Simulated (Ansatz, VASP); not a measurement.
AlRu: VASP beside Ansatz

Contents of INCAR:

```
PREC     = Accurate       # precision mode
ENCUT    = 500            # plane-wave cutoff, eV
EDIFF    = 1E-6           # SCF threshold, eV
ISMEAR   = 0              # smearing method
SIGMA    = 0.1            # smearing width, eV
LREAL    = False          # projectors in reciprocal space
LASPH    = True           # aspherical terms in the spheres
NELM     = 120            # most SCF steps
ALGO     = Normal         # electronic algorithm
ISIF     = 2              # what is computed and relaxed
LWAVE    = False          # write WAVECAR
LCHARG   = False          # write CHGCAR
GGA      = PE             # functional
NBANDS   = 16             # bands
GGA_COMPAT= False
```

File KPOINTS:

```
regular mesh
0
Gamma
  6 6 6
```

File POSCAR:

```
AlRu
1.0
    2.9824954400      0.0000000000      0.0000000000
    0.0000000000      2.9824954400      0.0000000000
    0.0000000000      0.0000000000      2.9824954400
Al Ru
1 1
Direct
    0.4940000000      0.8710000000      0.5170000000
    0.9940000000      1.3710000000      1.0170000000
```

Input for Ansatz:

```yaml
crystal:
  lattice:
    - [2.98249544, 0.0, 0.0]
    - [0.0, 2.98249544, 0.0]
    - [0.0, 0.0, 2.98249544]
  atoms:
    - { symbol: Al, position: [0.494, 0.871, 0.517] }
    - { symbol: Ru, position: [0.994, 1.371, 1.017] }
basis:
  ecutwfc: 420
kpoints:
  mp_grid: { grid: [6, 6, 6] }
hamiltonian:
  xc: pbe
scf:
  occupations: { method: gaussian, width: 0.1 }
output:
  forces: true
  stress: true
  eigenvalues: true
```

Alike in both runs: task single point; functional PBE; k mesh 6 × 6 × 6; occupations gaussian, width 0.1 eV; no spin polarisation.

```csv
,VASP,Ansatz
version,VASP 6.6.1,Ansatz 0.2.0
potentials or method,"VASP PAW PBE potentials, release 64 (Al, Ru_pv), cutoff 500 eV","scalar-relativistic, plane waves, PAW"
valence electrons in the cell,17,19
```

```csv
,VASP,Ansatz,Ansatz less VASP
gap on the k mesh at the Fermi level (eV),none,none,-
pressure (GPa),4.5,4.5,+0.01
```

A gap of «none» marks a metal or a gap that the smearing closes. VASP's potentials hold 17 valence electrons a cell and Ansatz's 19, so a difference there can come from the potentials and not from the codes.
